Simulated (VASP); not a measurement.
A run of VASP 6.6.1 is set up as follows.

INCAR

```
PREC = Accurate ; ENCUT = 520
EDIFF = 1E-7 ; ISMEAR = 0
SIGMA = 0.15 ; LREAL = F
LASPH = T ; NELM = 80
ALGO = Fast ; ISIF = 2
LWAVE = F ; LCHARG = F
GGA = PS ; NBANDS = 13
```

Contents of KPOINTS:

```
regular mesh
0
Gamma
  20 20 20
```

Contents of POSCAR:

```
W
1.0
    0.0000000000      2.0300000000      2.1112000000
    2.0300000000      0.0000000000      2.1112000000
    2.0300000000      2.0300000000      0.0000000000
W
1
Direct
    0.0000000000      0.0000000000      0.0000000000
```

Potentials or basis: VASP PAW PBE potentials, release 64 (W_sv).

Run with:

```console
$ cat potpaw_PBE.64/W_sv/POTCAR > POTCAR
$ mpirun -np 1 vasp_std > vasp.out
```

Q: What does it give for the pressure?

A: -21.3 GPa.

Q: Predict the band gap on the k mesh.

A: Zero (bands 7 and 8 overlap by 3.43 eV).

Stress tensor (GPa, compression positive):
```
-24.23   0.00   0.00
  0.00 -24.23   0.00
  0.00   0.00 -15.38
```

Caveat: the cell differs from its parent crystal (strain +0.0400 x Voigt [0, 0, 1, 0, 0, 0]); the cell stands under tension; the PAW data sets were made with another functional, which shifts forces and pressure a little; spin-orbit coupling is left out, which moves the levels of the heavy elements.
